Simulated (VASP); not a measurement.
HfN:

```
Hf N
1.0
     0.00000    2.25600    2.25600
     2.25600    0.00000    2.25600
     2.25600    2.25600    0.00000
Hf N
1 1
Direct
  0.00000 0.00000 0.00000
  0.50000 0.50000 0.50000
```

- Program: VASP 6.6.1
- Task: relaxation of cell and atoms
- Functional: LDA
- Potentials or basis: VASP PAW LDA potentials, release 64 (Hf_pv, N)
- Cutoff: 600 eV
- k mesh: 18 × 18 × 18
- Occupations: methfessel-paxton, width 0.1 eV
- Spin: no spin polarisation

At the start: pressure -9.6 GPa; volume 11.48 Å³/atom.

**Question.** Where does the relaxation end?

**Answer.** Over 4 steps the energy falls by 11.8 meV/atom and the volume is 11.10 Å³/atom (-3.3 %); space group Fm-3m (No. 225, to 0.05 Å).

The path:
| step | energy change (eV) | largest force (eV/Å) | pressure (GPa) | volume (Å³) |
| --- | --- | --- | --- | --- |
| 1 | 0.0000 | 0.0000 | -9.64 | 22.96 |
| 2 | 0.0807 | 0.0000 | 24.30 | 20.74 |
| 3 | -0.0235 | 0.0000 | -0.24 | 22.22 |
| 4 | -0.0235 | 0.0000 | -0.02 | 22.21 |

Final structure:
```
Hf N
1.0
     0.00000    2.23088    2.23088
     2.23088    0.00000    2.23088
     2.23088    2.23088    0.00000
Hf N
1 1
Direct
  0.00000 0.00000 0.00000
  0.50000 0.50000 0.50000
```
